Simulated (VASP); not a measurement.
A run of VASP 6.6.1 is set up as follows.

The input INCAR:

```
ALGO = Normal ; EDIFF = 1E-7
ENCUT = 520 ; GGA = PE
ISIF = 2 ; ISMEAR = 0
LASPH = T ; LCHARG = F
LREAL = F ; LWAVE = F
NBANDS = 22 ; NELM = 80
PREC = Accurate ; SIGMA = 0.1
```

The input KPOINTS:

```
k-points
0
Gamma
  12 12 8
```

File POSCAR:

```
KTe2Cl
1.0
    5.7672310218      0.0000000000      0.0000000000
   -2.8836155109      4.9945685744      0.0000000000
    0.0000000000      0.0000000000      5.7558917828
K Te Cl
1 2 1
Direct
    0.0000000000      0.0000000000      0.5000000000
    0.3333333333      0.6666666667      0.5000000000
    0.6666666667      0.3333333333      0.5000000000
    0.0000000000      0.0000000000      0.0000000000
```

Potentials or basis: VASP PAW PBE potentials, release 64 (K_sv, Te, Cl).

Launch:

```sh
$ cat potpaw_PBE.64/K_sv/POTCAR potpaw_PBE.64/Te/POTCAR potpaw_PBE.64/Cl/POTCAR > POTCAR
$ mpirun -np 1 vasp_std > vasp.out
```

What does it give for the pressure?

0.0 GPa.

What does it give for the band gap on the k mesh?

Zero (band 14 reaches 0.89 eV, above the bottom of band 15 at -0.06 eV).

Stress tensor (GPa, compression positive):
```
-0.05  0.00  0.00
 0.00 -0.05  0.00
 0.00  0.00  0.08
```

Caveat: spin-orbit coupling is left out, which moves the levels of the heavy elements.
